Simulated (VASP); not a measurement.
Input of a VASP 6.6.1 run:

INCAR

```
PREC     = Accurate       # precision mode
ENCUT    = 520            # plane-wave cutoff, eV
EDIFF    = 1E-7           # SCF threshold, eV
ISMEAR   = -1             # smearing method
SIGMA    = 0.05           # smearing width, eV
LREAL    = False          # projectors in reciprocal space
LASPH    = True           # aspherical terms in the spheres
NELM     = 100            # most SCF steps
ALGO     = Normal         # electronic algorithm
ISIF     = 2              # what is computed and relaxed
LWAVE    = False          # write WAVECAR
LCHARG   = False          # write CHGCAR
GGA      = CA             # functional
NBANDS   = 18             # bands
```

File KPOINTS:

```
regular mesh
0
Gamma
  7 7 4
```

POSCAR

```
CaLa
1.0
    3.6734679966      0.0000000000      0.0000000000
   -1.8367339983      3.1812407917      0.0000000000
    0.0000000000      0.0000000000      6.1273096052
Ca La
1 1
Direct
    0.0000000000      0.0000000000      0.5000000000
    0.6666666667      0.3333333333      0.0000000000
```

Potentials or basis: VASP PAW LDA potentials, release 64 (Ca_sv, La).

Run with:

```console
$ cat potpaw_LDA.64/Ca_sv/POTCAR potpaw_LDA.64/La/POTCAR > POTCAR
$ mpirun -np 1 vasp_std > vasp.out
```

Question: What does it give for the pressure?

Answer: -0.8 GPa.

Stress tensor (GPa, compression positive):
```
-0.86  0.00  0.00
 0.00 -0.86  0.00
 0.00  0.00 -0.67
```
